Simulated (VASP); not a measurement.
# TaBiO (P4/nmm) in VASP: relaxation of cell and atoms with PBE

Aim: the relaxation of cell and atoms of TaBiO with PBE.

All numbers are computed with VASP 6.6.1; they aren't measurements. Logs are shortened: lines on timing, memory, paths and dates and some standing lists are left out, and cuts for length are marked.

**1. The cell of the first run**

Symmetry: P4/nmm, No. 129, tetragonal system. The conventional cell has a = 3.750 Å, b = 3.750 Å, c = 7.720 Å, α = 90.00°, β = 90.00°, γ = 90.00°. Within 3.1 Å of Ta (site symmetry 4mm) lie 4 O at 2.25 Å and 4 Bi at 3.07 Å. Bi (site symmetry 4mm) has 6 Ta at 3.07 to 4.01 Å and 4 O at 3.35 Å and 8 Bi at 3.42 to 3.75 Å within 4.1 Å. O (site symmetry -4m2) has 4 Ta at 2.25 Å and 4 O at 2.65 Å within 3.0 Å.

**2. Relaxation of cell and atoms, PBE**

The input, INCAR:

```
PREC     = Accurate       # precision mode
ENCUT    = 700            # plane-wave cutoff, eV
EDIFF    = 1E-7           # SCF threshold, eV
ISMEAR   = 0              # smearing method
SIGMA    = 0.15           # smearing width, eV
LREAL    = False          # projectors in reciprocal space
LASPH    = True           # aspherical terms in the spheres
NELM     = 120            # most SCF steps
ALGO     = Normal         # electronic algorithm
ISIF     = 3              # what is computed and relaxed
LWAVE    = False          # write WAVECAR
LCHARG   = False          # write CHGCAR
GGA      = PE             # functional
IBRION   = 2              # ionic algorithm
NSW      = 36             # ionic steps
EDIFFG   = -0.08          # ionic threshold
GGA_COMPAT= False        
NELMIN   = 4
```

The input, KPOINTS:

```
Automatic mesh
0
Gamma
  3 3 2
```

The input, POSCAR:

```
TaBiO
1.0
    3.7500000000      0.0000000000      0.0000000000
    0.0000000000      3.7500000000      0.0000000000
    0.0000000000      0.0000000000      7.7200000000
Ta Bi O
2 2 2
Direct
    0.0000000000      0.5000000000      0.8400000000
    0.5000000000      0.0000000000      0.1600000000
    0.5000000000      0.0000000000      0.6400000000
    0.0000000000      0.5000000000      0.3600000000
    0.5000000000      0.5000000000      0.0000000000
    0.0000000000      0.0000000000      0.0000000000
```

Potentials or basis: VASP PAW PBE potentials, release 64 (Ta_sv_GW, Bi_d, O).

Launch:

```console
cat potpaw_PBE.64/Ta_sv_GW/POTCAR potpaw_PBE.64/Bi_d/POTCAR potpaw_PBE.64/O/POTCAR > POTCAR
mpirun -np 1 vasp_std > vasp.out
```

OUTCAR:

```text
PREC = Accurate
   ENCUT = 700
   EDIFF = 1E-7
   ISMEAR = 0
   LREAL = False
   LASPH = True
   NELM = 120
   ISIF = 3
   GGA = PE
   IBRION = 2
   NSW = 36
   EDIFFG = -0.08
   NELMIN = 4

 ion  position               nearest neighbor table
   1  0.000  0.500  0.840-   5 2.25   6 2.25   6 2.25   5 2.25   3 3.07   3 3.07   3 3.07   3 3.07

   2  0.500  0.000  0.160-   5 2.25   6 2.25   5 2.25   6 2.25   4 3.07   4 3.07   4 3.07   4 3.07

   3  0.500  0.000  0.640-   1 3.07   1 3.07   1 3.07   1 3.07   4 3.42   4 3.42   4 3.42   4 3.42

   4  0.000  0.500  0.360-   2 3.07   2 3.07   2 3.07   2 3.07   3 3.42   3 3.42   3 3.42   3 3.42

   5  0.500  0.500  0.000-   1 2.25   2 2.25   2 2.25   1 2.25
   6  0.000  0.000  0.000-   1 2.25   2 2.25   1 2.25   2 2.25

  LATTYP: Found a simple tetragonal cell.
 ALAT       =     3.7500000000
 C/A-ratio  =     2.0586666667

  Lattice vectors:

 A1 = (   3.7500000000,   0.0000000000,   0.0000000000)
 A2 = (   0.0000000000,   3.7500000000,   0.0000000000)
 A3 = (   0.0000000000,   0.0000000000,   7.7200000000)

Analysis of symmetry for initial positions (statically):
=====================================================================
 Subroutine PRICEL returns:
 Original cell was already a primitive cell.

 Routine SETGRP: Setting up the symmetry group for a
 simple tetragonal supercell.

 Subroutine GETGRP returns: Found 16 space group operations
 (whereof  8 operations were pure point group operations)
 out of a pool of 16 trial point group operations.

The static configuration has the point symmetry D_2d.
 The point group associated with its full space group is D_4h.

Analysis of symmetry for dynamics (positions and initial velocities):
=====================================================================
 Subroutine PRICEL returns:
 Original cell was already a primitive cell.

 Routine SETGRP: Setting up the symmetry group for a
 simple tetragonal supercell.

 Subroutine GETGRP returns: Found 16 space group operations
 (whereof  8 operations were pure point group operations)
 out of a pool of 16 trial point group operations.

The dynamic configuration has the point symmetry D_2d.
 The point group associated with its full space group is D_4h.

 Subroutine INISYM returns: Found 16 space group operations
 (whereof  8 operations are pure point group operations),
 and found     1 'primitive' translations

----------------------------------------------------------------------------------------

                                     Primitive cell

  volume of cell :     108.5625

  direct lattice vectors                    reciprocal lattice vectors
     3.750000000  0.000000000  0.000000000     0.266666667  0.000000000  0.000000000
     0.000000000  3.750000000  0.000000000     0.000000000  0.266666667  0.000000000
     0.000000000  0.000000000  7.720000000     0.000000000  0.000000000  0.129533679

  length of vectors
     3.750000000  3.750000000  7.720000000     0.266666667  0.266666667  0.129533679

  position of ions in fractional coordinates (direct lattice)
     0.000000000  0.500000000  0.840000000
     0.500000000  0.000000000  0.160000000
     0.500000000  0.000000000  0.640000000
     0.000000000  0.500000000  0.360000000
     0.500000000  0.500000000  0.000000000
     0.000000000  0.000000000  0.000000000

  ion indices of the primitive-cell ions
   primitive index   ion index
                 1           1
                 2           2
                 3           3
                 4           4
                 5           5
                 6           6

----------------------------------------------------------------------------------------

 KPOINTS: Automatic mesh

Automatic generation of k-mesh.
 Grid dimensions read from file:
 generate k-points for:    3    3    2

 Generating k-lattice:

  Cartesian coordinates                     Fractional coordinates (reciprocal lattice)
     0.088888889  0.000000000  0.000000000     0.333333333  0.000000000  0.000000000
     0.000000000  0.088888889  0.000000000     0.000000000  0.333333333  0.000000000
     0.000000000  0.000000000  0.064766839     0.000000000  0.000000000  0.500000000

  Length of vectors
     0.088888889  0.088888889  0.064766839

  Shift w.r.t. Gamma in fractional coordinates (k-lattice)
     0.000000000  0.000000000  0.000000000

 Subroutine IBZKPT returns following result:
 ===========================================

 Found      6 irreducible k-points:

 Following reciprocal coordinates:
            Coordinates               Weight
  0.000000  0.000000  0.000000      1.000000
  0.333333  0.000000  0.000000      4.000000
  0.333333  0.333333  0.000000      4.000000
  0.000000  0.000000  0.500000      1.000000
  0.333333  0.000000  0.500000      4.000000
  0.333333  0.333333  0.500000      4.000000
   k-points           NKPTS =      6   k-points in BZ     NKDIM =      6   number of bands    NBANDS=     40
   number of dos      NEDOS =    301   number of ions     NIONS =      6
   total plane-waves  NPLWV =  71680
   dimension x,y,z NGX =    32 NGY =   32 NGZ =   70
   dimension x,y,z NGXF=    64 NGYF=   64 NGZF=  140
   ions per type =               2   2   2
   NGX,Y,Z   is equivalent  to a cutoff of  14.19, 14.19, 15.07 a.u.
   NGXF,Y,Z  is equivalent  to a cutoff of  28.37, 28.37, 30.15 a.u.
 SYSTEM =  unknown system
   PREC   = accura    normal or accurate (medium, high low for compatibility)
   ISTART =      0    job   : 0-new  1-cont  2-samecut
   ICHARG =      2    charge: 1-file 2-atom 10-const
   ISPIN  =      1    spin polarized calculation?
   LNONCOLLINEAR =      F non collinear calculations
   LSORBIT =      F    spin-orbit coupling
   LASPH  =      T    aspherical Exc in radial PAW
   ENCUT  =  700.0 eV  51.45 Ry    7.17 a.u.   8.09  8.09 16.65*2*pi/ulx,y,z
   NELM   =    120;   NELMIN=  4; NELMDL= -5     # of ELM steps
   EDIFF  = 0.1E-06   stopping-criterion for ELM
   LREAL  =      F    real-space projection
   EDIFFG = -.8E-01   stopping-criterion for IOM
   NSW    =     36    number of steps for IOM
   IBRION =      2    ionic relax: 0-MD 1-quasi-New 2-CG
   NFREE  =      1    steps in history (QN), initial steepest desc. (CG)
   ISIF   =      3    stress and relaxation
   ISYM   =      2    0-nonsym 1-usesym 2-fastsym
   POTIM  = 0.5000    time-step for ionic-motion
   TEBEG  =    0.0;   TEEND  =   0.0 temperature during run
   PSTRESS=    0.0 pullay stress
   NELECT =      68.0000    total number of electrons
   NUPDOWN=      -1.0000    fix difference up-down
   EMIN   =  10.00;   EMAX   =-10.00  energy-range for DOS
   EFERMI =   0.00;   METHOD = LEGACY
   ISMEAR =     0;   SIGMA  =   0.15  broadening in eV -4-tet -1-fermi 0-gaus
   EFERMI_NEDOS =   21; number of points for ismear=-14 and -15
   IALGO  =     38    algorithm
   IMIX   =      4    mixing-type and parameters
     AMIX     =   0.40;   BMIX     =  1.00
     AMIX_MAG =   1.60;   BMIX_MAG =  1.00
  volume/ion in A,a.u.               =      18.09       122.10
  Fermi-wavevector in a.u.,A,eV,Ry     =   1.400720  2.646976 26.694838  1.962015
  Thomas-Fermi vector in A             =   2.523652
   LORBIT       =      0    0 simple, 1 ext, 2 COOP (PROOUT), +10 PAW based schemes
   GGA     = PE    functional components
   LHFCALC =     F    Hartree Fock is set to
   AEXX    =    0.0000 exact exchange contribution
   IVDW    =     0    specifies the selected vdW correction
   LEPSILON=     F    determine dielectric tensor
   LRPA    =     F    only Hartree local field effects (RPA)
 conjugate gradient relaxation of ions
 non-spin polarized calculation
 Gauss-broadening in eV      SIGMA  =   0.15
  energy-cutoff  :      700.00
  volume of cell :      108.56
 maximum number of plane-waves:      4589
   NGX = 17   NGY = 17   NGZ = 33

--------------------------------------- Ionic step        1  -------------------------------------------

 number of electron      68.0000012 magnetization

 Free energy of the ion-electron system (eV)
  ---------------------------------------------------
  ext. energy  EPLUGINS =         0.00000000
  ---------------------------------------------------
  free energy    TOTEN  =       -50.77740312 eV

  energy without entropy =      -50.71598164  energy(sigma->0) =      -50.74669238

------------------------ aborting loop because EDIFF is reached ----------------------------------------

  FORCE on cell =-STRESS in cart. coord.  units (eV):
  Direction    XX          YY          ZZ          XY          YZ          ZX
  --------------------------------------------------------------------------------------
  -------------------------------------------------------------------------------------
  Total       -5.4527051     -5.4527051     -1.4437662      0.0000000      0.0000000      0.0000000
  in kB      -80.4716222    -80.4716222    -21.3072603      0.0000000      0.0000000      0.0000000
  external PRESSURE =     -60.7501683 kB  Pullay stress =       0.0000000 kB
[... 101 lines left out ...]
  FREE ENERGIE OF THE ION-ELECTRON SYSTEM (eV)
  ---------------------------------------------------
  free  energy   TOTEN  =       -50.9295172023 eV

  energy  without entropy=      -50.8791131094  energy(sigma->0) =      -50.90431516

 E-fermi :  10.0309     XC(G=0): -11.6008

 val. band max:        9.9874491158   @ k =   0.3333   0.3333   0.0000
 cond. band min:      10.0327298883   @ k =   0.3333   0.0000   0.0000
 fundamental gap:      0.0452807725
 Fermi energy:        10.0309316575

 k-point     1 :       0.0000    0.0000    0.0000
  band No.  band energies     occupation
      1     -59.5568      2.00000
      2     -59.5458      2.00000
      3     -26.1436      2.00000
      4     -26.0228      2.00000
      5     -26.0228      2.00000
      6     -25.9570      2.00000
[... 247 lines left out ...]
     39      12.3450      0.00000
     40      12.4563      0.00000

[... ionic steps 4 to 28 ...]

--------------------------------------- Ionic step       29  -------------------------------------------

 number of electron      67.9999998 magnetization

------------------------ aborting loop because EDIFF is reached ----------------------------------------

  FORCE on cell =-STRESS in cart. coord.  units (eV):
  Direction    XX          YY          ZZ          XY          YZ          ZX
  --------------------------------------------------------------------------------------
  -------------------------------------------------------------------------------------
  Total        0.3199701      0.3199701      0.1128277      0.0000000      0.0000000      0.0000000
  in kB        4.3282741      4.3282741      1.5262334      0.0000000      0.0000000      0.0000000
  external PRESSURE =       3.3942605 kB  Pullay stress =       0.0000000 kB
[... 65 lines left out ...]
  energy  without entropy=      -52.1884367939  energy(sigma->0) =      -52.24154443

--------------------------------------- Ionic step       31  -------------------------------------------

 number of electron      67.9999995 magnetization

 Free energy of the ion-electron system (eV)
  ---------------------------------------------------
  ext. energy  EPLUGINS =         0.00000000
  ---------------------------------------------------
  free energy    TOTEN  =       -52.29576317 eV

  energy without entropy =      -52.18943572  energy(sigma->0) =      -52.24259945

 E-fermi :   8.5807     XC(G=0): -10.9585

 val. band max:        8.5750394155   @ k =   0.3333   0.3333   0.5000
 cond. band min:       8.6545372497   @ k =   0.0000   0.0000   0.5000
 fundamental gap:      0.0794978342
 Fermi energy:         8.5807057208

 k-point     1 :       0.0000    0.0000    0.0000
  band No.  band energies     occupation
      1     -61.0474      2.00000
      2     -61.0376      2.00000
      3     -27.6320      2.00000
      4     -27.4742      2.00000
      5     -27.4742      2.00000
      6     -27.4082      2.00000
[... 280 lines left out ...]
  FREE ENERGIE OF THE ION-ELECTRON SYSTEM (eV)
  ---------------------------------------------------
  free  energy   TOTEN  =       -52.2957631747 eV

  energy  without entropy=      -52.1894357234  energy(sigma->0) =      -52.24259945

 reached required accuracy - stopping structural energy minimisation
```

Wall time 24 min (1 thread of Intel Xeon Platinum 8259CL at 2.50GHz (Skylake/Cascade Lake), shared host); peak memory 0.3 GiB.

What came out:

```yaml
Free_energy: -52.2958 eV
Relaxed_volume: 19.77 Å³/atom
Relaxed_cell: a = 3.456 Å, b = 3.456 Å, c = 9.931 Å, α = 90.00°, β = 90.00°, γ = 90.00°
Space_group_after_relaxing_to_0.1_Å: P4/nmm (No. 129)
Energy_gained_by_relaxing: 253.1 meV/atom
Ionic_steps: 31
Pressure_after_relaxing: 0.2 GPa
Largest_force_after_relaxing: 0.052 eV/Å
Band_gap_on_the_k_mesh: zero (bands 34 and 35 overlap by 0.70 eV)
```

Forces on the atoms (eV/Å):
```
Ta   0.000  0.000 -0.016
Ta   0.000  0.000  0.016
Bi   0.000  0.000  0.052
Bi   0.000  0.000 -0.052
O    0.000  0.000  0.000
O    0.000  0.000  0.000
```

Step by step:
```
step  energy change (eV)  largest force (eV/Å)  pressure (GPa)  volume (Å³)
   1              0.0000                0.7747           -6.08       108.56
   2             -0.0054                0.1712           11.38        98.10
   3             -0.1521                0.3688            1.84       103.08
   4             -0.3123                0.6416            2.86       103.31
   5             -0.7949                0.4630            6.46       103.41
   6             -0.3501                2.7516           22.38       101.12
   7             -0.9873                0.4885           11.28       102.94
   8             -0.9111                0.9921           14.72       102.42
   9             -0.9757                0.6510           12.84       102.71
  10             -1.0053                0.6234           12.35       103.15
  11             -1.0674                0.5616           11.04       104.45
  12             -1.1046                0.5922            8.82       106.96
  13             -1.1533                0.5697            7.63       107.58
  14             -1.2621                0.6366            4.23       109.44
  15             -1.3243                0.9253           -1.63       113.17
  16             -1.3277                0.7946           -0.65       112.49
  17             -1.3457                0.7030           -0.58       112.60
  18             -1.3847                0.6246           -0.33       112.92
  19             -1.3972                0.4268            0.21       113.54
  20             -1.4009                0.4837            0.06       113.38
  21             -1.4148                0.4250            0.24       113.48
  22             -1.4483                0.2567            0.82       113.77
  23             -1.4809                0.0627            2.17       114.35
  24             -1.4975                0.1382            0.73       115.82
  25             -1.5023                0.3223           -0.53       117.20
  26             -1.5075                0.2606           -0.52       117.59
  27             -1.5152                0.1133           -0.46       118.57
  28             -1.5159                0.1401           -0.44       118.97
  29             -1.5172                0.0812            0.34       118.44
  30             -1.5172                0.0868            0.26       118.51
  31             -1.5184                0.0520            0.18       118.60
```

Final structure:
```
Ta Bi O
1.0
     3.45584    0.00000    0.00000
     0.00000    3.45584    0.00000
     0.00000    0.00000    9.93065
Ta Bi O
2 2 2
Direct
  0.00000 0.50000 0.87665
  0.50000 0.00000 0.12335
  0.50000 0.00000 0.67483
  0.00000 0.50000 0.32517
  0.50000 0.50000 0.00000
  0.00000 0.00000 0.00000
```

Caveat: the k points lie up to 0.61 Å⁻¹ apart in the final cell, too coarse for converged energies and pressures of a metal; a cell axis changed by over 15 % at a fixed basis, so the end point is rough; spin-orbit coupling is left out, which moves the levels of the heavy elements; the relaxation stopped at a loose force limit of 0.08 eV/Å, so its end isn't a converged minimum.

The gap in the log of VASP goes by the Fermi energy; the results here count the filled bands.